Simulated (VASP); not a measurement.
YbB2Ru3, 6 atoms in the cell. It takes space group P6/mmm (No. 191, hexagonal). The conventional cell has a = 5.425 Å, b = 5.425 Å, c = 2.934 Å, α = 90.00°, β = 90.00°, γ = 120.00°. Within 3.9 Å of Yb (site symmetry 6/mmm) lie 2 Yb at 2.93 Å and 12 Ru at 3.08 Å and 6 B at 3.13 Å. B (site symmetry -6m2) has 6 Ru at 2.15 Å within 2.8 Å. Within 2.8 Å of Ru (site symmetry mmm) lie 4 B at 2.15 Å and 4 Ru at 2.71 Å. 

| Property | Result |
| --- | --- |
| Program | VASP 6.6.1 |
| Task | single point |
| Functional | LDA |
| Potentials or basis | VASP PAW PBE potentials, release 64 (Yb, B, Ru_pv) |
| Cutoff | 520 eV |
| k mesh | 5 × 5 × 7 |
| Occupations | methfessel-paxton, width 0.1 eV |
| Spin | no spin polarisation |
| Dipole correction | no |
| Further INCAR settings | ALGO = Normal; EDIFF = 1e-07; NBANDS = 45 |

Potentials or basis: VASP PAW PBE potentials, release 64 (Yb, B, Ru_pv).

Run with:

```sh
$ cat potpaw_PBE.64/Yb/POTCAR potpaw_PBE.64/B/POTCAR potpaw_PBE.64/Ru_pv/POTCAR > POTCAR
$ mpirun -np 1 vasp_std > vasp.out
```

Hardware: 1 thread of AMD EPYC 7R13 Processor (Zen 3) (shared host).

Q: Estimate the wall time of this run.

A: It took 5 min on 1 thread of AMD EPYC 7R13 Processor (Zen 3), on a shared host, peak memory 0.18 GiB. Counts: scf iterations 58, k points 20.
